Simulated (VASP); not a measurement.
# Cu3H: relaxation of cell and atoms with PBE

The system is Cu3H.

```
Cu H
1.0
     0.00000    2.78127    2.78127
     2.78127    0.00000    2.78127
     2.78127    2.78127    0.00000
Cu H
3 1
Direct
  0.00000 0.00000 0.00000
  0.25000 0.25000 0.25000
  0.75000 0.75000 0.75000
  0.50000 0.50000 0.50000
```

| Property | Result |
| --- | --- |
| Program | VASP 6.6.1 |
| Task | relaxation of cell and atoms |
| Functional | PBE |
| Potentials or basis | VASP PAW PBE potentials, release 64 (Cu, H) |
| Cutoff | 600 eV |
| k mesh | 14 × 14 × 14 |
| Occupations | gaussian, width 0.1 eV |
| Spin | no spin polarisation |
| Dipole correction | no |
| Further INCAR settings | ALGO = Normal; EDIFF = 1e-07; IBRION = 2; EDIFFG = -0.01; NSW = 100; ISIF = 3 |

```json
{
 "Relaxed volume": "10.87 Å³/atom",
 "Relaxed cell": "a = 3.946 Å, b = 3.946 Å, c = 3.946 Å, α = 60.00°, β = 60.00°, γ = 60.00°",
 "Space group after relaxing (to 0.05 Å)": "Fm-3m (No. 225)",
 "Energy gained by relaxing": "0.3 meV/atom",
 "Ionic steps": "2",
 "Pressure after relaxing": "-0.1 GPa",
 "Band gap on the k mesh": "zero (band 17 reaches 7.45 eV, above the bottom of band 18 at 5.34 eV)"
}
```

The path:
```csv
step,energy change (eV),largest force (eV/Å),pressure (GPa),volume (Å³)
1,0.0000,0.0000,1.03,43.03
2,-0.0013,0.0000,-0.06,43.46
```

Final structure:
```
Cu H
1.0
     0.00000    2.79058    2.79058
     2.79058    0.00000    2.79058
     2.79058    2.79058    0.00000
Cu H
3 1
Direct
  0.00000 0.00000 0.00000
  0.25000 0.25000 0.25000
  0.75000 0.75000 0.75000
  0.50000 0.50000 0.50000
```

Levels at points of the mesh, in eV from the Fermi level:
| k point | band 13 | band 14 | band 15 | band 16 | band 17 | band 18 | band 19 | band 20 | band 21 |
| --- | --- | --- | --- | --- | --- | --- | --- | --- | --- |
| (0.00, 0.00, 0.00) | -2.01 | -2.01 | -1.96 | -1.96 | 1.31 | 6.53 | 6.53 | 6.53 | 7.86 |
| (0.50, 0.00, 0.00) | -2.10 | -2.10 | -1.83 | -1.83 | -1.29 | 2.18 | 4.94 | 4.94 | 6.70 |
| (0.50, 0.50, 0.00) | -2.00 | -1.98 | -1.72 | -1.72 | -0.99 | 0.46 | 0.46 | 1.81 | 4.38 |

Wall time 67 s on 1 thread of Intel(R) Xeon(R) 6975P-C (Granite Rapids) (shared host), peak memory 0.24 GiB.
